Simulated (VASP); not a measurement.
Crystal: CsBa3.

```
CELL_PARAMETERS angstrom
6.60437 0.00000 0.00000
0.00000 6.60437 0.00000
0.00000 0.00000 6.60437
ATOMIC_POSITIONS crystal
Cs 0.00000 0.00000 0.00000
Ba 0.00000 0.50000 0.50000
Ba 0.50000 0.00000 0.50000
Ba 0.50000 0.50000 0.00000
```

Base run:

| Item | Value |
| --- | --- |
| Program | VASP 6.6.1 |
| Functional | PBEsol |
| Potentials or basis | VASP PAW PBE potentials, release 64 (Cs_sv, Ba_sv) |
| Cutoff | 500 eV |
| k mesh | 4 × 4 × 4 |
| Occupations | fermi-dirac, width 0.15 eV |
| Spin | no spin polarisation |

Its results: band gap on the k mesh zero (an odd number of electrons rules out a gap without spin polarisation); pressure -0.5 GPa.

Problem. The run is repeated on the same cell with these changes: functional from PBEsol to revPBE. What comes out?

Solution. Band gap on the k mesh zero (an odd number of electrons rules out a gap without spin polarisation); pressure 0.4 GPa.

revPBE binds less tightly than PBEsol, so the same cell stands under more pressure.

Caveats: the PAW data sets were made with another functional, which shifts forces and pressure a little; spin-orbit coupling is left out, which moves the levels of the heavy elements.
